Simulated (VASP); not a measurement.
# Ba (P-6m2) in VASP: further runs, part 2 of 2

VASP 6.6.1.

## Step 3: Single point, PBE

This run uses another cell than the first one, of 75.65 Å³/atom, 1.006 times its volume.

The input, INCAR:

```
SYSTEM = Ba
PREC = Accurate
ENCUT = 520
EDIFF = 1E-7
ISMEAR = 0
SIGMA = 0.1
LREAL = .False.
LASPH = .True.
NELM = 100
ALGO = Normal
ISIF = 2
LWAVE = .False.
LCHARG = .False.
GGA = PE
NBANDS = 22
```

The input, KPOINTS:

```
regular mesh
0
Gamma
  3 3 4
  0 0 0
```

The input, POSCAR:

```
Ba
1.0
    5.8461542144      0.0000000029      0.0000000000
   -2.9230771097      5.0629180627      0.0000000000
    0.0000000000      0.0000000000      7.6675188810
Ba
3
Direct
    0.0000000000      0.0000000000      0.0000000000
    0.0000000000      0.0000000000      0.5000000000
    0.6666666667      0.3333333333      0.5000000000
```

Potentials or basis: VASP PAW PBE potentials, release 64 (Ba_sv).

Command:

```console
cat potpaw_PBE.64/Ba_sv/POTCAR > POTCAR
mpirun -np 1 vasp_std > vasp.out
```

OUTCAR:

```text
SYSTEM = Ba
   PREC = Accurate
   ENCUT = 520
   EDIFF = 1E-7
   ISMEAR = 0
   LREAL = .False.
   LASPH = .True.
   NELM = 100
   ISIF = 2
   GGA = PE

 ion  position               nearest neighbor table
   1  0.000  0.000  0.000-   2 3.83   2 3.83
   2  0.000  0.000  0.500-   3 3.38   3 3.38   3 3.38   1 3.83   1 3.83
   3  0.667  0.333  0.500-   2 3.38   2 3.38   2 3.38

  LATTYP: Found a hexagonal cell.
 ALAT       =     5.8461542144
 C/A-ratio  =     1.3115491997

  Lattice vectors:

 A1 = (   5.8461542144,   0.0000000029,   0.0000000000)
 A2 = (  -2.9230771097,   5.0629180627,   0.0000000000)
 A3 = (   0.0000000000,   0.0000000000,   7.6675188810)

Analysis of symmetry for initial positions (statically):
=====================================================================
 Subroutine PRICEL returns:
 Original cell was already a primitive cell.

 Routine SETGRP: Setting up the symmetry group for a
 hexagonal supercell.

 Subroutine GETGRP returns: Found 12 space group operations
 (whereof 12 operations were pure point group operations)
 out of a pool of 24 trial point group operations.

The static configuration has the point symmetry D_3h.

Analysis of symmetry for dynamics (positions and initial velocities):
=====================================================================
 Subroutine PRICEL returns:
 Original cell was already a primitive cell.

 Routine SETGRP: Setting up the symmetry group for a
 hexagonal supercell.

 Subroutine GETGRP returns: Found 12 space group operations
 (whereof 12 operations were pure point group operations)
 out of a pool of 24 trial point group operations.

The dynamic configuration has the point symmetry D_3h.

 Subroutine INISYM returns: Found 12 space group operations
 (whereof 12 operations are pure point group operations),
 and found     1 'primitive' translations

----------------------------------------------------------------------------------------

                                     Primitive cell

  volume of cell :     226.9478

  direct lattice vectors                    reciprocal lattice vectors
     5.846154214  0.000000003  0.000000000     0.171052621  0.098757277  0.000000000
    -2.923077110  5.062918063  0.000000000    -0.000000000  0.197514553  0.000000000
     0.000000000  0.000000000  7.667518881     0.000000000  0.000000000  0.130420285

  length of vectors
     5.846154214  5.846154214  7.667518881     0.197514553  0.197514553  0.130420285

  position of ions in fractional coordinates (direct lattice)
     0.000000000  0.000000000  0.000000000
     0.000000000  0.000000000  0.500000000
     0.666666667  0.333333333  0.500000000

  ion indices of the primitive-cell ions
   primitive index   ion index
                 1           1
                 2           2
                 3           3

----------------------------------------------------------------------------------------

 KPOINTS: regular mesh

Automatic generation of k-mesh.
 Grid dimensions read from file:
 generate k-points for:    3    3    4

 Generating k-lattice:

  Cartesian coordinates                     Fractional coordinates (reciprocal lattice)
     0.057017540  0.032919092  0.000000000     0.333333333 -0.000000000  0.000000000
    -0.000000000  0.065838184  0.000000000     0.000000000  0.333333333  0.000000000
     0.000000000  0.000000000  0.032605071     0.000000000  0.000000000  0.250000000

  Length of vectors
     0.065838184  0.065838184  0.032605071

  Shift w.r.t. Gamma in fractional coordinates (k-lattice)
     0.000000000  0.000000000  0.000000000

 Subroutine IBZKPT returns following result:
 ===========================================

 Found      9 irreducible k-points:

 Following reciprocal coordinates:
            Coordinates               Weight
  0.000000  0.000000  0.000000      1.000000
  0.333333  0.000000  0.000000      6.000000
  0.333333  0.333333  0.000000      2.000000
  0.000000  0.000000  0.250000      2.000000
  0.333333  0.000000  0.250000     12.000000
  0.333333  0.333333  0.250000      4.000000
  0.000000  0.000000  0.500000      1.000000
  0.333333  0.000000  0.500000      6.000000
  0.333333  0.333333  0.500000      2.000000
   k-points           NKPTS =      9   k-points in BZ     NKDIM =      9   number of bands    NBANDS=     22
   number of dos      NEDOS =    301   number of ions     NIONS =      3
   total plane-waves  NPLWV = 138240
   dimension x,y,z NGX =    48 NGY =   48 NGZ =   60
   dimension x,y,z NGXF=    96 NGYF=   96 NGZF=  120
   ions per type =               3
   NGX,Y,Z   is equivalent  to a cutoff of  13.65, 13.65, 13.01 a.u.
   NGXF,Y,Z  is equivalent  to a cutoff of  27.30, 27.30, 26.02 a.u.
 SYSTEM =  Ba
   PREC   = accura    normal or accurate (medium, high low for compatibility)
   ISTART =      0    job   : 0-new  1-cont  2-samecut
   ICHARG =      2    charge: 1-file 2-atom 10-const
   ISPIN  =      1    spin polarized calculation?
   LNONCOLLINEAR =      F non collinear calculations
   LSORBIT =      F    spin-orbit coupling
   LASPH  =      T    aspherical Exc in radial PAW
   ENCUT  =  520.0 eV  38.22 Ry    6.18 a.u.  10.87 10.87 14.26*2*pi/ulx,y,z
   NELM   =    100;   NELMIN=  2; NELMDL= -5     # of ELM steps
   EDIFF  = 0.1E-06   stopping-criterion for ELM
   LREAL  =      F    real-space projection
   EDIFFG = 0.1E-05   stopping-criterion for IOM
   NSW    =      0    number of steps for IOM
   IBRION =     -1    ionic relax: 0-MD 1-quasi-New 2-CG
   NFREE  =      0    steps in history (QN), initial steepest desc. (CG)
   ISIF   =      2    stress and relaxation
   ISYM   =      2    0-nonsym 1-usesym 2-fastsym
   POTIM  = 0.5000    time-step for ionic-motion
   TEBEG  =    0.0;   TEEND  =   0.0 temperature during run
   PSTRESS=    0.0 pullay stress
   NELECT =      30.0000    total number of electrons
   NUPDOWN=      -1.0000    fix difference up-down
   EMIN   =  10.00;   EMAX   =-10.00  energy-range for DOS
   EFERMI =   0.00;   METHOD = LEGACY
   ISMEAR =     0;   SIGMA  =   0.10  broadening in eV -4-tet -1-fermi 0-gaus
   EFERMI_NEDOS =   21; number of points for ismear=-14 and -15
   IALGO  =     38    algorithm
   IMIX   =      4    mixing-type and parameters
     AMIX     =   0.40;   BMIX     =  1.00
     AMIX_MAG =   1.60;   BMIX_MAG =  1.00
  volume/ion in A,a.u.               =      75.65       510.51
  Fermi-wavevector in a.u.,A,eV,Ry     =   0.833950  1.575937  9.462475  0.695472
  Thomas-Fermi vector in A             =   1.947260
   LORBIT       =      0    0 simple, 1 ext, 2 COOP (PROOUT), +10 PAW based schemes
   GGA     = PE    functional components
   LHFCALC =     F    Hartree Fock is set to
   AEXX    =    0.0000 exact exchange contribution
   IVDW    =     0    specifies the selected vdW correction
   LEPSILON=     F    determine dielectric tensor
   LRPA    =     F    only Hartree local field effects (RPA)
 non-spin polarized calculation
 Gauss-broadening in eV      SIGMA  =   0.10
  energy-cutoff  :      520.00
  volume of cell :      226.95
 maximum number of plane-waves:      6153
 NGX is ok and might be reduce to    48
   NGX = 21   NGY = 21   NGZ = 29

 number of electron      29.9999998 magnetization

 Free energy of the ion-electron system (eV)
  ---------------------------------------------------
  ext. energy  EPLUGINS =         0.00000000
  ---------------------------------------------------
  free energy    TOTEN  =        -2.90226482 eV

  energy without entropy =       -2.85114453  energy(sigma->0) =       -2.87670468

 E-fermi :   0.8135     XC(G=0):  -6.6635

 val. band max:        0.7630229343   @ k =   0.3333   0.0000   0.2500
 cond. band min:       0.8136473513   @ k =   0.3333   0.3333   0.2500
 fundamental gap:      0.0506244170
 Fermi energy:         0.8134642333

 k-point     1 :       0.0000    0.0000    0.0000
  band No.  band energies     occupation
      1     -28.6647      2.00000
      2     -28.4771      2.00000
      3     -27.9801      2.00000
      4     -14.2794      2.00000
      5     -14.2794      2.00000
      6     -14.1026      2.00000
[... 14 lines left out ...]
     21       2.7891      0.00000
     22       2.7891      0.00000
[... 177 lines left out ...]
  band No.  band energies     occupation
      1     -28.6598      2.00000
      2     -28.3378      2.00000
      3     -28.1383      2.00000
      4     -14.4656      2.00000
      5     -13.8251      2.00000
      6     -13.8040      2.00000
[... 14 lines left out ...]
     21       2.3440      0.00000
     22       2.3707      0.00000

------------------------ aborting loop because EDIFF is reached ----------------------------------------

  FORCE on cell =-STRESS in cart. coord.  units (eV):
  Direction    XX          YY          ZZ          XY          YZ          ZX
  --------------------------------------------------------------------------------------
  -------------------------------------------------------------------------------------
  Total        0.3130339      0.3130339      0.1244809      0.0000000      0.0000000      0.0000000
  in kB        2.2099171      2.2099171      0.8787945      0.0000000      0.0000000      0.0000000
  external PRESSURE =       1.7662095 kB  Pullay stress =       0.0000000 kB

 VOLUME and BASIS-vectors are now :
 -----------------------------------------------------------------------------
  energy-cutoff  :      520.00
  volume of cell :      226.95
      direct lattice vectors                 reciprocal lattice vectors
     5.846154214  0.000000003  0.000000000     0.171052621  0.098757277  0.000000000
    -2.923077110  5.062918063  0.000000000    -0.000000000  0.197514553  0.000000000
     0.000000000  0.000000000  7.667518881     0.000000000  0.000000000  0.130420285

 POSITION                                       TOTAL-FORCE (eV/Angst)
 -----------------------------------------------------------------------------------
      0.00000      0.00000      0.00000        -0.000000     -0.000000      0.000000
      0.00000      0.00000      3.83376        -0.000000     -0.000000      0.000000
      2.92308      1.68764      3.83376         0.000000      0.000000      0.000000
 -----------------------------------------------------------------------------------
    total drift:                               -0.000000      0.000000      0.000000

  FREE ENERGIE OF THE ION-ELECTRON SYSTEM (eV)
  ---------------------------------------------------
  free  energy   TOTEN  =        -2.9022648188 eV

  energy  without entropy=       -2.8511445320  energy(sigma->0) =       -2.87670468
```

stdout:

```text
POSCAR found type information on POSCAR Ba
 POSCAR found :  1 types and       3 ions
 scaLAPACK will be used
 LDA part: xc-table for (Slater+PW92), standard interpolation
 POSCAR, INCAR and KPOINTS ok, starting setup
 FFT: planning ... GRIDC
 FFT: planning ... GRID_SOFT
 FFT: planning ... GRID
 WAVECAR not read
 entering main loop
```

It took 42 s on 1 thread of AMD EPYC 9R45 (Zen 5), shared host; peak memory 0.32 GiB.

What came out:

| Item | Value |
| --- | --- |
| Free energy | -2.9023 eV |
| Pressure | 0.2 GPa |
| Band gap on the k mesh | zero (band 15 reaches 1.40 eV, above the bottom of band 16 at 0.69 eV) |

Stress tensor (GPa, compression positive):
```
0.22 0.00 0.00
0.00 0.22 0.00
0.00 0.00 0.09
```

Levels at points of the mesh, in eV from the Fermi level:
```csv
k point,band 12,band 13,band 14,band 15,band 16,band 17
"(0.00, 0.00, 0.00)",-13.65,-2.14,-0.25,0.20,0.20,0.31
"(0.00, 0.00, 0.50)",-13.65,-1.39,-1.07,0.59,0.59,0.64
```

Caveat: the k points lie up to 0.41 Å⁻¹ apart; spin-orbit coupling is left out, which moves the levels of the heavy elements.

## Step 4: Relaxation of cell and atoms, PBE

The input, INCAR:

```
SYSTEM = Ba
PREC = Accurate
ENCUT = 600
EDIFF = 1E-6
ISMEAR = 0
SIGMA = 0.1
LREAL = .FALSE.
LASPH = .TRUE.
NELM = 80
ALGO = Normal
ISIF = 3
LWAVE = .FALSE.
LCHARG = .FALSE.
GGA = PE
IBRION = 2
NSW = 90
EDIFFG = -0.04
```

The input, KPOINTS:

```
Automatic mesh
0
G
  3 3 4
  0 0 0
```

The input, POSCAR:

```
Ba
1.0
    5.9032837500      0.0000000000      0.0000000000
   -2.9516418800      5.1123937000      0.0000000000
    0.0000000000      0.0000000000      7.4756188600
Ba
3
Direct
    0.0000000000      0.0000000000      0.0000000000
    0.0000000000      0.0000000000      0.5000000000
    0.6666666700      0.3333333300      0.5000000000
```

Potentials or basis: VASP PAW PBE potentials, release 64 (Ba_sv).

Command:

```console
cat potpaw_PBE.64/Ba_sv/POTCAR > POTCAR
mpirun -np 1 vasp_std > vasp.out
```

OUTCAR:

```text
SYSTEM = Ba
   PREC = Accurate
   ENCUT = 600
   EDIFF = 1E-6
   ISMEAR = 0
   LREAL = .FALSE.
   LASPH = .TRUE.
   NELM = 80
   ISIF = 3
   GGA = PE
   IBRION = 2
   NSW = 90
   EDIFFG = -0.04

 ion  position               nearest neighbor table
   1  0.000  0.000  0.000-   2 3.74   2 3.74
   2  0.000  0.000  0.500-   3 3.41   3 3.41   3 3.41   1 3.74   1 3.74
   3  0.667  0.333  0.500-   2 3.41   2 3.41   2 3.41

  LATTYP: Found a hexagonal cell.
 ALAT       =     5.9032837500
 C/A-ratio  =     1.2663492349

  Lattice vectors:

 A1 = (   5.9032837500,   0.0000000000,   0.0000000000)
 A2 = (  -2.9516418800,   5.1123937000,   0.0000000000)
 A3 = (   0.0000000000,   0.0000000000,   7.4756188600)

Analysis of symmetry for initial positions (statically):
=====================================================================
 Subroutine PRICEL returns:
 Original cell was already a primitive cell.

 Routine SETGRP: Setting up the symmetry group for a
 hexagonal supercell.

 Subroutine GETGRP returns: Found 12 space group operations
 (whereof 12 operations were pure point group operations)
[... 138 lines left out ...]
 maximum number of plane-waves:      7572
 NGX is ok and might be reduce to    48
   NGX = 23   NGY = 23   NGZ = 29

--------------------------------------- Ionic step        1  -------------------------------------------

 number of electron      30.0000001 magnetization

 Free energy of the ion-electron system (eV)
  ---------------------------------------------------
  ext. energy  EPLUGINS =         0.00000000
  ---------------------------------------------------
  free energy    TOTEN  =        -2.89643341 eV

  energy without entropy =       -2.84136624  energy(sigma->0) =       -2.86889983

------------------------ aborting loop because EDIFF is reached ----------------------------------------

  FORCE on cell =-STRESS in cart. coord.  units (eV):
  Direction    XX          YY          ZZ          XY          YZ          ZX
  --------------------------------------------------------------------------------------
  -------------------------------------------------------------------------------------
  Total        0.1546373      0.1546373      0.7129113     -0.0000000      0.0000000      0.0000000
  in kB        1.0981454      1.0981454      5.0626861     -0.0000000      0.0000000      0.0000000
  external PRESSURE =       2.4196590 kB  Pullay stress =       0.0000000 kB
[... 98 lines left out ...]
--------------------------------------- Ionic step        4  -------------------------------------------

 number of electron      30.0000003 magnetization

 Free energy of the ion-electron system (eV)
  ---------------------------------------------------
  ext. energy  EPLUGINS =         0.00000000
  ---------------------------------------------------
  free energy    TOTEN  =        -2.90896052 eV

  energy without entropy =       -2.85636272  energy(sigma->0) =       -2.88266162

 E-fermi :   0.7051     XC(G=0):  -6.5431

 val. band max:        0.6699749887   @ k =   0.3333   0.3333   0.2500
 cond. band min:       0.7306095388   @ k =   0.3333  -0.0000   0.5000
 fundamental gap:      0.0606345502
 Fermi energy:         0.7051124429

 k-point     1 :       0.0000    0.0000    0.0000
  band No.  band energies     occupation
      1     -28.8384      2.00000
      2     -28.6066      2.00000
      3     -28.1673      2.00000
      4     -14.3457      2.00000
      5     -14.3457      2.00000
      6     -14.2361      2.00000
[... 217 lines left out ...]
  FREE ENERGIE OF THE ION-ELECTRON SYSTEM (eV)
  ---------------------------------------------------
  free  energy   TOTEN  =        -2.9089605155 eV

  energy  without entropy=       -2.8563627239  energy(sigma->0) =       -2.88266162

 reached required accuracy - stopping structural energy minimisation
```

CONTCAR:

```text
Ba
   1.00000000000000
     5.9462488194587202   -0.0000000000420205    0.0000000000000000
    -2.9731244148021418    5.1496025417950539    0.0000000000000000
     0.0000000000000000    0.0000000000000000    7.7264550270105712
  Ba
     3
Direct
     0.0000000000000000    0.0000000000000000    0.0000000000000000
     0.0000000000000000    0.0000000000000000    0.5000000000000000
     0.6666666699999979    0.3333333300000021    0.5000000000000000

  0.00000000E+00  0.00000000E+00  0.00000000E+00
  0.00000000E+00  0.00000000E+00  0.00000000E+00
  0.00000000E+00  0.00000000E+00  0.00000000E+00
```

It took 94 s on 1 thread of AMD EPYC 9R45 (Zen 5), shared host; peak memory 0.36 GiB.

What came out:

```
Free energy                            : -2.9090 eV
Relaxed volume                         : 78.86 Å³/atom
Relaxed cell                           : a = 5.946 Å, b = 5.946 Å, c = 7.726 Å, α = 90.00°, β = 90.00°, γ = 120.00°
Space group after relaxing (to 0.05 Å) : P-6m2 (No. 187)
Energy gained by relaxing              : 4.2 meV/atom
Ionic steps                            : 4
Pressure after relaxing                : 0.0 GPa
Band gap on the k mesh                 : zero (band 15 reaches 1.29 eV, above the bottom of band 16 at 0.56 eV)
```

Step by step:
```csv
step,energy change (eV),largest force (eV/Å),pressure (GPa),volume (Å³)
1,0.0000,0.0000,0.24,225.61
2,-0.0073,0.0000,0.16,229.34
3,-0.0121,0.0000,-0.02,238.52
4,-0.0125,0.0000,0.02,236.59
```

Final structure:
```xyz
3
Lattice="5.9462 0.0000 0.0000 -2.9731 5.1496 0.0000 0.0000 0.0000 7.7265" Properties=species:S:1:pos:R:3 pbc="T T T"
Ba    0.0000    0.0000    0.0000
Ba    0.0000    0.0000    3.8632
Ba    2.9731    1.7165    3.8632
```

Caveat: the k points lie up to 0.41 Å⁻¹ apart in the final cell; spin-orbit coupling is left out, which moves the levels of the heavy elements.

## Step 5: The runs side by side

```csv
task,cell,cutoff (eV),gap on the mesh (eV),pressure (GPa)
single point,"a = 5.903, b = 5.903, c = 7.476 Å, angles 90.0, 90.0, 120.0°, 3 atoms",520,none,0.2
single point,"a = 5.846, b = 5.846, c = 7.668 Å, angles 90.0, 90.0, 120.0°, 3 atoms",520,none,0.2
relaxation of cell and atoms,"relaxed from a = 5.903, b = 5.903, c = 7.476 Å, angles 90.0, 90.0, 120.0°, 3 atoms",600,none,0.0
```

Alike in all rows: level PBE; potentials or basis VASP PAW PBE potentials, release 64 (Ba_sv); no spin polarisation; k mesh 3 × 3 × 4; smearing gaussian 0.1 eV.

Caveats: all runs use coarse meshes; spin-orbit coupling is left out, which moves the levels of the heavy elements.

Absolute energies hang on the potentials; compare differences alone.
